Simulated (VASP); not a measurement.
Wanted: the native input for a VASP 6.6.1 run.

- Task: single point
- Functional: PBEsol
- Potentials or basis: VASP PAW PBE potentials, release 64 (Cd, S)
- Cutoff: 520 eV
- k mesh: 6 × 6 × 4
- Occupations: gaussian, width 0.01 eV
- Spin: no spin polarisation
- Dipole correction: no
- Further INCAR settings: ALGO = Normal; EDIFF = 1e-06; NBANDS = 16

The structure of CdS lies in POSCAR:

```
CdS
1.0
    4.2611700000      0.0000000000      0.0000000000
   -2.1305850000      3.6902810000      0.0000000000
    0.0000000000      0.0000000000      5.8041730000
Cd S
1 1
Direct
    0.0000000000      0.0000000000      0.4426920000
    0.6666666667      0.3333333333      0.4343080000
```

One way to write it, as run:

INCAR

```
SYSTEM = CdS
PREC = Accurate
ENCUT = 520
EDIFF = 1E-6
ISMEAR = 0
SIGMA = 0.01
LREAL = .FALSE.
LASPH = .TRUE.
NELM = 80
ALGO = Normal
ISIF = 2
LWAVE = .FALSE.
LCHARG = .FALSE.
GGA = PS
NBANDS = 16
```

KPOINTS

```
Automatic mesh
0
G
  6 6 4
  0 0 0
```

Potentials or basis: VASP PAW PBE potentials, release 64 (Cd, S).

Launch:

```console
$ cat potpaw_PBE.64/Cd/POTCAR potpaw_PBE.64/S/POTCAR > POTCAR
$ mpirun -np 1 vasp_std > vasp.out
```

It gave:

```json
{
 "Pressure": "-1.3 GPa",
 "Largest force": "0.014 eV/Å",
 "Band gap on the k mesh": "1.42 eV, indirect (the least direct gap lies 4.2 meV higher)"
}
```

Caveat: the PAW data sets were made with another functional, which shifts forces and pressure a little.

Run time: 19 s on 1 thread of Intel(R) Xeon(R) Platinum 8488C (Sapphire Rapids) (shared host), peak memory 0.22 GiB.
